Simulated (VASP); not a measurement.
Wanted: the native input for a VASP 6.6.1 run.

| Item | Value |
| --- | --- |
| Task | relaxation of cell and atoms |
| Functional | PBEsol |
| Potentials or basis | VASP PAW PBE potentials, release 64 (Rh_pv) |
| Cutoff | 600 eV |
| k mesh | 18 × 18 × 10 |
| Occupations | gaussian, width 0.1 eV |
| Spin | no spin polarisation |
| Dipole correction | no |
| Further INCAR settings | ALGO = Fast; EDIFF = 1e-06; IBRION = 2; EDIFFG = -0.005; NSW = 100; ISIF = 3 |

The structure of Rh lies in POSCAR:

```
Rh
1.0
    2.6824015962      0.0000000000      0.0000000000
   -1.3412007981      2.3230279255      0.0000000000
    0.0000000000      0.0000000000      4.3380718907
Rh
2
Direct
    0.6666666667      0.3333333333      0.7500000000
    0.3333333333      0.6666666667      0.2500000000
```

The input as run:

INCAR

```
PREC     = Accurate       # precision mode
ENCUT    = 600            # plane-wave cutoff, eV
EDIFF    = 1E-6           # SCF threshold, eV
ISMEAR   = 0              # smearing method
SIGMA    = 0.1            # smearing width, eV
LREAL    = False          # projectors in reciprocal space
LASPH    = True           # aspherical terms in the spheres
NELM     = 60             # most SCF steps
ALGO     = Fast           # electronic algorithm
ISIF     = 3              # what is computed and relaxed
LWAVE    = False          # write WAVECAR
LCHARG   = False          # write CHGCAR
GGA      = PS             # functional
IBRION   = 2              # ionic algorithm
NSW      = 100            # ionic steps
EDIFFG   = -0.005         # ionic threshold
```

KPOINTS

```
Automatic mesh
0
Gamma
  18 18 10
```

Potentials or basis: VASP PAW PBE potentials, release 64 (Rh_pv).

The run is started by

```bash
$ cat potpaw_PBE.64/Rh_pv/POTCAR > POTCAR
$ mpirun -np 1 vasp_std > vasp.out
```

Results of the run:

| Quantity | Value |
| --- | --- |
| Relaxed volume | 13.54 Å³/atom |
| Relaxed cell | a = 2.688 Å, b = 2.688 Å, c = 4.328 Å, α = 90.00°, β = 90.00°, γ = 120.00° |
| Space group after relaxing (to 0.05 Å) | P6_3/mmc (No. 194) |
| Energy gained by relaxing | 0.2 meV/atom |
| Ionic steps | 6 |
| Pressure after relaxing | 0.0 GPa |
| Band gap on the k mesh | zero (band 15 reaches 12.80 eV, above the bottom of band 16 at 10.29 eV) |

Caveat: the PAW data sets were made with another functional, which shifts forces and pressure a little.

It took 7.1 min on 1 thread of AMD EPYC 7R13 Processor (Zen 3), with other jobs on the host, peak memory 0.22 GiB.
